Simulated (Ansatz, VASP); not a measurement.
## One calculation of ZnSe, two programs

INCAR

```
SYSTEM = ZnSe
  PREC = Accurate
  ENCUT = 520
  EDIFF = 1E-7
  ISMEAR = -1
  SIGMA = 0.05
  LREAL = .FALSE.
  LASPH = .TRUE.
  NELM = 100
  ALGO = Normal
  ISIF = 2
  LWAVE = .FALSE.
  LCHARG = .FALSE.
  GGA = PS
  NBANDS = 16
```

File KPOINTS:

```
Automatic mesh
0
G
  8 8 8
  0 0 0
```

Contents of POSCAR:

```
ZnSe
1.0
    0.0000000000      2.7955007105      2.7955007105
    2.7955007105      0.0000000000      2.7955007105
    2.7955007105      2.7955007105      0.0000000000
Se Zn
1 1
Direct
    0.7500000000      0.7500000000      0.7500000000
    0.0000000000      0.0000000000      0.0000000000
```

File input.yaml:

```yaml
crystal:
  lattice:
    - [0.0, 2.7955007105, 2.7955007105]
    - [2.7955007105, 0.0, 2.7955007105]
    - [2.7955007105, 2.7955007105, 0.0]
  atoms:
    - { symbol: Se, position: [0.75, 0.75, 0.75] }
    - { symbol: Zn, position: [0.0, 0.0, 0.0] }
kpoints:
  mp_grid: { grid: [8, 8, 8] }
scf:
  occupations: { method: fermi_dirac, width: 0.05 }
hamiltonian:
  xc: pbesol
  pseudopotentials: { kind: all_electron, lapw: { basis_error: 0.0005 } }
output:
  forces: true
  stress: true
  eigenvalues: true
```

Change from the starting cell: volume scaled by 0.96.

Alike in both runs: task single point; functional PBEsol; k mesh 8 × 8 × 8; occupations fermi-dirac, width 0.05 eV; no spin polarisation.

|  | VASP | Ansatz |
| --- | --- | --- |
| version | VASP 6.6.1 | Ansatz 0.2.0 |
| potentials or method | VASP PAW PBE potentials, release 64 (Se, Zn), cutoff 520 eV | all-electron LAPW, scalar-relativistic |

|  | VASP | Ansatz | Ansatz less VASP |
| --- | --- | --- | --- |
| gap on the k mesh at the Fermi level (eV) | 1.33 | 1.33 | -0.003 |
| least direct gap on the mesh (eV) | 1.33 | 1.33 | -0.003 |
| pressure (GPa) | 1.9 | 1.6 | -0.28 |

VASP's potentials were made for PBE, not for PBEsol. Ansatz ran all-electron here, and VASP with PAW potentials.
